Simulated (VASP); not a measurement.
Wanted: the native input for a VASP 6.6.1 run.

* Task: single point
* Functional: PBE
* Potentials or basis: VASP PAW PBE potentials, release 64 (Zn, O_h)
* Cutoff: 910 eV
* k mesh: 10 × 10 × 10
* Occupations: fermi-dirac, width 0.02 eV
* Spin: no spin polarisation
* Dipole correction: no
* Second run: hard_potentials
* Further INCAR settings: ALGO = Normal; EDIFF = 1e-06; NBANDS = 16

The structure of ZnO lies in POSCAR:

```
ZnO
1.0
    0.0000000000      2.1337703972      2.1337703972
    2.1337703972      0.0000000000      2.1337703972
    2.1337703972      2.1337703972      0.0000000000
Zn O
1 1
Direct
    0.0000000000      0.0000000000      0.0000000000
    0.5000000000      0.5000000000      0.5000000000
```

One way to write it, as run:

INCAR

```
  ALGO = Normal
  EDIFF = 1E-6
  ENCUT = 910
  GGA = PE
  GGA_COMPAT = False
  ISIF = 2
  ISMEAR = -1
  LASPH = True
  LCHARG = False
  LREAL = False
  LWAVE = False
  NBANDS = 16
  NELM = 120
  PREC = Accurate
  SIGMA = 0.02
```

KPOINTS

```
k-points
0
Gamma
  10 10 10
```

Potentials or basis: VASP PAW PBE potentials, release 64 (Zn, O_h).

Launch:

```console
$ cat potpaw_PBE.64/Zn/POTCAR potpaw_PBE.64/O_h/POTCAR > POTCAR
$ mpirun -np 1 vasp_std > vasp.out
```

Results of the run:

```json
{
 "Pressure": "8.8 GPa",
 "Band gap on the k mesh": "0.92 eV, indirect (least direct gap 2.32 eV)"
}
```

Caveat: the cutoff is under 1.25 times the usual one of these potentials, so pressure, stress and relaxed cells hold a basis-set (Pulay) error.

It used 41 s of CPU time on 1 thread of AMD EPYC 7R13 Processor (Zen 3), on a shared host.
